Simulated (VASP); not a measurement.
# BN (Qingsongite) (F-43m) in VASP: settings compared

The runs below take BN (Qingsongite) through relaxation of cell and atoms, with PBE, PBEsol, LDA.

Program: VASP 6.6.1. These are calculated values, not measurements. Logs are shortened: lines on timing, memory, paths and dates and some standing lists are left out, and cuts for length are marked.

## Step 1: The cell of the first run

Symmetry: F-43m, No. 216, cubic system. The conventional cell has a = 3.615 Å, b = 3.615 Å, c = 3.615 Å, α = 90.00°, β = 90.00°, γ = 90.00°. B (site symmetry -43m) has 4 N at 1.57 Å within 2.1 Å. Within 2.1 Å of N (site symmetry -43m) lie 4 B at 1.57 Å.

## Step 2: Relaxation of cell and atoms, PBE

The input, INCAR:

```
SYSTEM = BN
ALGO = Normal
EDIFF = 1E-6
EDIFFG = -0.005
ENCUT = 600
GGA = PE
IBRION = 2
ISIF = 3
ISMEAR = -1
LASPH = .True.
LCHARG = .False.
LREAL = .False.
LWAVE = .False.
NELM = 60
NSW = 80
PREC = Accurate
SIGMA = 0.02
```

The input, KPOINTS:

```
k-points
0
Gamma
  10 10 10
  0 0 0
```

The input, POSCAR:

```
BN
1.0
    0.0000000000      1.8075000000      1.8075000000
    1.8075000000      0.0000000000      1.8075000000
    1.8075000000      1.8075000000      0.0000000000
B N
1 1
Direct
    0.0000000000      0.0000000000      0.0000000000
    0.2500000000      0.2500000000      0.2500000000
```

Potentials or basis: VASP PAW PBE potentials, release 64 (B, N).

On the command line:

```bash
$ cat potpaw_PBE.64/B/POTCAR potpaw_PBE.64/N/POTCAR > POTCAR
$ mpirun -np 1 vasp_std > vasp.out
```

OUTCAR:

```text
SYSTEM = BN
   EDIFF = 1E-6
   EDIFFG = -0.005
   ENCUT = 600
   GGA = PE
   IBRION = 2
   ISIF = 3
   ISMEAR = -1
   LASPH = .True.
   LREAL = .False.
   NELM = 60
   NSW = 80
   PREC = Accurate

 ion  position               nearest neighbor table
   1  0.000  0.000  0.000-   2 1.57   2 1.57   2 1.57   2 1.57
   2  0.250  0.250  0.250-   1 1.57   1 1.57   1 1.57   1 1.57

  LATTYP: Found a face centered cubic cell.
 ALAT       =     3.6150000000

  Lattice vectors:

 A1 = (   0.0000000000,   1.8075000000,   1.8075000000)
 A2 = (   1.8075000000,   0.0000000000,   1.8075000000)
 A3 = (   1.8075000000,   1.8075000000,   0.0000000000)

Analysis of symmetry for initial positions (statically):
=====================================================================
 Subroutine PRICEL returns:
 Original cell was already a primitive cell.

 Routine SETGRP: Setting up the symmetry group for a
 face centered cubic supercell.

 Subroutine GETGRP returns: Found 24 space group operations
 (whereof 24 operations were pure point group operations)
 out of a pool of 48 trial point group operations.

The static configuration has the point symmetry T_d .

Analysis of symmetry for dynamics (positions and initial velocities):
=====================================================================
 Subroutine PRICEL returns:
 Original cell was already a primitive cell.

 Routine SETGRP: Setting up the symmetry group for a
 face centered cubic supercell.

 Subroutine GETGRP returns: Found 24 space group operations
 (whereof 24 operations were pure point group operations)
 out of a pool of 48 trial point group operations.

The dynamic configuration has the point symmetry T_d .

 Subroutine INISYM returns: Found 24 space group operations
 (whereof 24 operations are pure point group operations),
 and found     1 'primitive' translations

----------------------------------------------------------------------------------------

                                     Primitive cell

  volume of cell :      11.8104

  direct lattice vectors                    reciprocal lattice vectors
     0.000000000  1.807500000  1.807500000    -0.276625173  0.276625173  0.276625173
     1.807500000  0.000000000  1.807500000     0.276625173 -0.276625173  0.276625173
     1.807500000  1.807500000  0.000000000     0.276625173  0.276625173 -0.276625173

  length of vectors
     2.556191014  2.556191014  2.556191014     0.479128854  0.479128854  0.479128854

  position of ions in fractional coordinates (direct lattice)
     0.000000000  0.000000000  0.000000000
     0.250000000  0.250000000  0.250000000

  ion indices of the primitive-cell ions
   primitive index   ion index
                 1           1
                 2           2

----------------------------------------------------------------------------------------

 KPOINTS: k-points

Automatic generation of k-mesh.
 Grid dimensions read from file:
 generate k-points for:   10   10   10

 Generating k-lattice:

  Cartesian coordinates                     Fractional coordinates (reciprocal lattice)
    -0.027662517  0.027662517  0.027662517     0.100000000  0.000000000  0.000000000
     0.027662517 -0.027662517  0.027662517     0.000000000  0.100000000  0.000000000
     0.027662517  0.027662517 -0.027662517     0.000000000  0.000000000  0.100000000

  Length of vectors
     0.047912885  0.047912885  0.047912885

  Shift w.r.t. Gamma in fractional coordinates (k-lattice)
     0.000000000  0.000000000  0.000000000

 Subroutine IBZKPT returns following result:
 ===========================================

 Found     47 irreducible k-points:

 Following reciprocal coordinates:
            Coordinates               Weight
  0.000000  0.000000  0.000000      1.000000
  0.100000  0.000000  0.000000      8.000000
  0.200000  0.000000  0.000000      8.000000
  0.300000  0.000000  0.000000      8.000000
  0.400000  0.000000  0.000000      8.000000
  0.500000  0.000000  0.000000      4.000000
[... 16 lines left out ...]
  0.300000  0.300000  0.000000      6.000000
  0.400000  0.300000  0.000000     24.000000
 [... further k-points ...]
   k-points           NKPTS =     47   k-points in BZ     NKDIM =     47   number of bands    NBANDS=      8
   number of dos      NEDOS =    301   number of ions     NIONS =      2
   total plane-waves  NPLWV =   8000
   dimension x,y,z NGX =    20 NGY =   20 NGZ =   20
   dimension x,y,z NGXF=    40 NGYF=   40 NGZF=   40
   ions per type =               1   1
   NGX,Y,Z   is equivalent  to a cutoff of  13.01, 13.01, 13.01 a.u.
   NGXF,Y,Z  is equivalent  to a cutoff of  26.01, 26.01, 26.01 a.u.
 SYSTEM =  BN
   PREC   = accura    normal or accurate (medium, high low for compatibility)
   ISTART =      0    job   : 0-new  1-cont  2-samecut
   ICHARG =      2    charge: 1-file 2-atom 10-const
   ISPIN  =      1    spin polarized calculation?
   LNONCOLLINEAR =      F non collinear calculations
   LSORBIT =      F    spin-orbit coupling
   LASPH  =      T    aspherical Exc in radial PAW
   ENCUT  =  600.0 eV  44.10 Ry    6.64 a.u.   5.11  5.11  5.11*2*pi/ulx,y,z
   NELM   =     60;   NELMIN=  2; NELMDL= -5     # of ELM steps
   EDIFF  = 0.1E-05   stopping-criterion for ELM
   LREAL  =      F    real-space projection
   EDIFFG = -.5E-02   stopping-criterion for IOM
   NSW    =     80    number of steps for IOM
   IBRION =      2    ionic relax: 0-MD 1-quasi-New 2-CG
   NFREE  =      1    steps in history (QN), initial steepest desc. (CG)
   ISIF   =      3    stress and relaxation
   ISYM   =      2    0-nonsym 1-usesym 2-fastsym
   POTIM  = 0.5000    time-step for ionic-motion
   TEBEG  =    0.0;   TEEND  =   0.0 temperature during run
   PSTRESS=    0.0 pullay stress
   NELECT =       8.0000    total number of electrons
   NUPDOWN=      -1.0000    fix difference up-down
   EMIN   =  10.00;   EMAX   =-10.00  energy-range for DOS
   EFERMI =   0.00;   METHOD = LEGACY
   ISMEAR =    -1;   SIGMA  =   0.02  broadening in eV -4-tet -1-fermi 0-gaus
   EFERMI_NEDOS =   21; number of points for ismear=-14 and -15
   IALGO  =     38    algorithm
   IMIX   =      4    mixing-type and parameters
     AMIX     =   0.40;   BMIX     =  1.00
     AMIX_MAG =   1.60;   BMIX_MAG =  1.00
  volume/ion in A,a.u.               =       5.91        39.85
  Fermi-wavevector in a.u.,A,eV,Ry     =   1.437749  2.716952 28.124920  2.067123
  Thomas-Fermi vector in A             =   2.556793
   LORBIT       =      0    0 simple, 1 ext, 2 COOP (PROOUT), +10 PAW based schemes
   GGA     = PE    functional components
   LHFCALC =     F    Hartree Fock is set to
   AEXX    =    0.0000 exact exchange contribution
   IVDW    =     0    specifies the selected vdW correction
   LEPSILON=     F    determine dielectric tensor
   LRPA    =     F    only Hartree local field effects (RPA)
 conjugate gradient relaxation of ions
 non-spin polarized calculation
  energy-cutoff  :      600.00
  volume of cell :       11.81
 maximum number of plane-waves:       411
   NGX = 11   NGY = 11   NGZ = 11

--------------------------------------- Ionic step        1  -------------------------------------------

 number of electron       7.9999999 magnetization

 Free energy of the ion-electron system (eV)
  ---------------------------------------------------
  ext. energy  EPLUGINS =         0.00000000
  ---------------------------------------------------
  free energy    TOTEN  =       -17.45341854 eV

  energy without entropy =      -17.45341854  energy(sigma->0) =      -17.45341854

------------------------ aborting loop because EDIFF is reached ----------------------------------------

  FORCE on cell =-STRESS in cart. coord.  units (eV):
  Direction    XX          YY          ZZ          XY          YZ          ZX
  --------------------------------------------------------------------------------------
  -------------------------------------------------------------------------------------
  Total        0.2225488      0.2225488      0.2225488      0.0000000      0.0000000      0.0000000
  in kB       30.1905437     30.1905437     30.1905437      0.0000000      0.0000000      0.0000000
  external PRESSURE =      30.1905437 kB  Pullay stress =       0.0000000 kB
[... 57 lines left out ...]
  energy  without entropy=      -17.4533810748  energy(sigma->0) =      -17.45338107

--------------------------------------- Ionic step        3  -------------------------------------------

 number of electron       7.9999999 magnetization

 Free energy of the ion-electron system (eV)
  ---------------------------------------------------
  ext. energy  EPLUGINS =         0.00000000
  ---------------------------------------------------
  free energy    TOTEN  =       -17.45429387 eV

  energy without entropy =      -17.45429387  energy(sigma->0) =      -17.45429387

 E-fermi :   7.6654     XC(G=0): -12.7830

 val. band max:        7.3050743358   @ k =   0.0000   0.0000   0.0000
 cond. band min:      11.7563170763   @ k =   0.5000   0.5000   0.0000
 fundamental gap:      4.4512427404
 Fermi energy:         7.6653793621

 k-point     1 :       0.0000    0.0000    0.0000
  band No.  band energies     occupation
      1     -12.8357      2.00000
      2       7.3051      2.00000
      3       7.3051      2.00000
      4       7.3051      2.00000
      5      16.0871      0.00000
      6      16.0871      0.00000
      7      16.0871      0.00000
      8      17.5266      0.00000
[... 243 lines left out ...]
 k-point    24 :       0.4000    0.3000    0.0000
  band No.  band energies     occupation
      1      -9.0906      2.00000
      2       0.5595      2.00000
      3       2.8282      2.00000
      4       3.2656      2.00000
      5      13.3822      0.00000
      6      17.8906      0.00000
      7      22.6806      0.00000
      8      22.7845      0.00000

 [... further k-points ...]
[... 5 lines left out ...]
  --------------------------------------------------------------------------------------
  -------------------------------------------------------------------------------------
  Total        0.0008331      0.0008331      0.0008331      0.0000000      0.0000000     -0.0000000
  in kB        0.1121215      0.1121215      0.1121215      0.0000000      0.0000000     -0.0000000
  external PRESSURE =       0.1121215 kB  Pullay stress =       0.0000000 kB
[... 17 lines left out ...]
  FREE ENERGIE OF THE ION-ELECTRON SYSTEM (eV)
  ---------------------------------------------------
  free  energy   TOTEN  =       -17.4542938677 eV

  energy  without entropy=      -17.4542938676  energy(sigma->0) =      -17.45429387

 reached required accuracy - stopping structural energy minimisation
```

It took 11 s on 1 thread of AMD EPYC 7R13 (Zen 3), shared host; peak memory 0.09 GiB.

What came out:

- Free energy: -17.4543 eV
- Relaxed volume: 5.95 Å³/atom
- Relaxed cell: a = 2.563 Å, b = 2.563 Å, c = 2.563 Å, α = 60.00°, β = 60.00°, γ = 60.00°
- Space group after relaxing (to 0.05 Å): F-43m (No. 216)
- Energy gained by relaxing: 0.4 meV/atom
- Ionic steps: 3
- Pressure after relaxing: 0.0 GPa
- Band gap on the k mesh: 4.45 eV, indirect (least direct gap 8.78 eV)

Step by step:
| step | energy change (eV) | largest force (eV/Å) | pressure (GPa) | volume (Å³) |
| --- | --- | --- | --- | --- |
| 1 | 0.0000 | 0.0000 | 3.02 | 11.81 |
| 2 | 0.0000 | 0.0000 | -2.99 | 12.00 |
| 3 | -0.0009 | 0.0000 | 0.01 | 11.90 |

Final structure:
```
CELL_PARAMETERS angstrom
0.00000 1.81228 1.81228
1.81228 0.00000 1.81228
1.81228 1.81228 0.00000
ATOMIC_POSITIONS crystal
B 0.00000 0.00000 0.00000
N 0.25000 0.25000 0.25000
```

Levels at points of the mesh, in eV from the valence-band top:
```
           k point  band 1  band 2  band 3  band 4  band 5  band 6  band 7  band 8
(0.00, 0.00, 0.00)  -20.14    0.00    0.00    0.00    8.78    8.78    8.78   10.22
(0.50, 0.00, 0.00)  -15.96  -10.62   -1.93   -1.93   10.04   10.66   10.66   15.18
(0.50, 0.50, 0.00)  -14.61   -8.86   -4.86   -4.86    4.45    9.19   17.80   17.80
```

A k mesh can miss the band edges. Zero-point motion and thermal expansion aren't in these numbers.

## Step 3: Relaxation of cell and atoms, PBEsol

This run uses another cell than the first one, of 5.95 Å³/atom, 1.008 times its volume.

The input, INCAR:

```
ALGO = Normal
EDIFF = 1E-6
EDIFFG = -0.005
ENCUT = 600
GGA = PS
IBRION = 2
ISIF = 3
ISMEAR = -1
LASPH = True
LCHARG = False
LREAL = False
LWAVE = False
NELM = 60
NSW = 80
PREC = Accurate
SIGMA = 0.02
```

The input, KPOINTS:

```
k-points
0
Gamma
  10 10 10
```

The input, POSCAR:

```
BN
1.0
    0.0000000000      1.8123497995      1.8123497995
    1.8123497995      0.0000000000      1.8123497995
    1.8123497995      1.8123497995      0.0000000000
B N
1 1
Direct
    0.0000000000      0.0000000000      0.0000000000
    0.2500000000      0.2500000000      0.2500000000
```

Potentials or basis: VASP PAW PBE potentials, release 64 (B, N).

On the command line:

```bash
$ cat potpaw_PBE.64/B/POTCAR potpaw_PBE.64/N/POTCAR > POTCAR
$ mpirun -np 1 vasp_std > vasp.out
```

It took 12 s on 1 thread of AMD EPYC 7R13 (Zen 3), shared host; peak memory 0.08 GiB.

It converged, with:

```
Free energy                            : -18.3513 eV
Relaxed volume                         : 5.86 Å³/atom
Relaxed cell                           : a = 2.550 Å, b = 2.550 Å, c = 2.550 Å, α = 60.00°, β = 60.00°, γ = 60.00°
Space group after relaxing (to 0.05 Å) : F-43m (No. 216)
Energy gained by relaxing              : 1.6 meV/atom
Ionic steps                            : 3
Pressure after relaxing                : 0.0 GPa
Band gap on the k mesh                 : 4.28 eV, indirect (least direct gap 8.79 eV)
```

Step by step:
| step | energy change (eV) | largest force (eV/Å) | pressure (GPa) | volume (Å³) |
| --- | --- | --- | --- | --- |
| 1 | 0.0000 | 0.0000 | -5.63 | 11.91 |
| 2 | 0.0003 | 0.0000 | 6.17 | 11.55 |
| 3 | -0.0032 | 0.0000 | -0.01 | 11.73 |

Final structure:
```
B N
1.0
     0.00000    1.80333    1.80333
     1.80333    0.00000    1.80333
     1.80333    1.80333    0.00000
B N
1 1
Direct
  0.00000 0.00000 0.00000
  0.25000 0.25000 0.25000
```

Levels at points of the mesh, in eV from the valence-band top:
| k point | band 2 | band 3 | band 4 | band 5 | band 6 | band 7 |
| --- | --- | --- | --- | --- | --- | --- |
| (0.00, 0.00, 0.00) | 0.00 | 0.00 | 0.00 | 8.79 | 8.79 | 8.79 |
| (0.50, 0.00, 0.00) | -10.84 | -1.96 | -1.96 | 10.18 | 10.66 | 10.66 |
| (0.50, 0.50, 0.00) | -9.01 | -4.97 | -4.97 | 4.28 | 9.13 | 17.98 |

Caveat: the PAW data sets were made with another functional, which shifts forces and pressure a little.

(Part 1 of 2 ends here.)
